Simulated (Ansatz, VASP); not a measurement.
# One calculation of SnO2, two programs

```xyz
3
Lattice="0.0000 2.5394 2.5394 2.5394 0.0000 2.5394 2.5394 2.5394 0.0000" Properties=species:S:1:pos:R:3 pbc="T T T"
Sn    0.0000    0.0000    0.0000
O     3.8090    3.8090    3.8090
O     1.2697    1.2697    1.2697
```

Change from the starting cell: volume scaled by 0.96.

Alike in both runs: task single point; functional LDA; k mesh 9 × 9 × 9; occupations fermi-dirac, width 0.05 eV; no spin polarisation.

|  | VASP | Ansatz |
| --- | --- | --- |
| version | VASP 6.6.1 | Ansatz 0.2.0 |
| potentials or method | VASP PAW LDA potentials, release 64 (Sn_d, O), cutoff 520 eV | all-electron LAPW, scalar-relativistic |

|  | VASP | Ansatz | Ansatz less VASP |
| --- | --- | --- | --- |
| pressure (GPa) | -4.0 | -4.8 | -0.87 |

LDA's correlation is that of Perdew and Zunger in VASP and of Perdew and Wang (1992) in Ansatz. Ansatz ran all-electron here, and VASP with PAW potentials.
